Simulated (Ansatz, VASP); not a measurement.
## Al2HCl in VASP and in Ansatz

```
Al H Cl
1.0
     3.44609    0.00000    0.00000
     0.00000    5.30895    0.00000
     0.00000    0.00000    8.34544
Al H Cl
4 2 2
Direct
  0.00000 0.75949 0.87078
  0.50000 0.74051 0.12922
  0.00000 0.24051 0.87078
  0.50000 0.25949 0.12922
  0.50000 0.50000 0.91320
  0.00000 0.00000 0.08680
  0.00000 0.50000 0.63776
  0.50000 0.00000 0.36224
```

Alike in both runs: functional PBE; k mesh 6 × 4 × 4; occupations gaussian, width 0.1 eV; no spin polarisation.

Ansatz relaxed the structure, and its values are those at the end. VASP's run is a single point on that final structure, the one shown.

|  | VASP | Ansatz |
| --- | --- | --- |
| version | VASP 6.6.1 | Ansatz 0.2.0 |
| potentials or method | VASP PAW PBE potentials, release 64 (Al, H, Cl), cutoff 520 eV | scalar-relativistic, plane waves, PAW |
| valence electrons in the cell | 28 | 28 |

Ansatz gave:

```
gap on the k mesh at the Fermi level (eV) : none
pressure (GPa)                            : 0.1
rms of the force components (eV/Å)        : 0.004
```

Question: Estimate VASP's values.

Answer: gap on the k mesh at the Fermi level (eV): none; pressure (GPa): 0.0; rms of the force components (eV/Å): 0.010.

A gap of «none» marks a metal or a gap that the smearing closes.
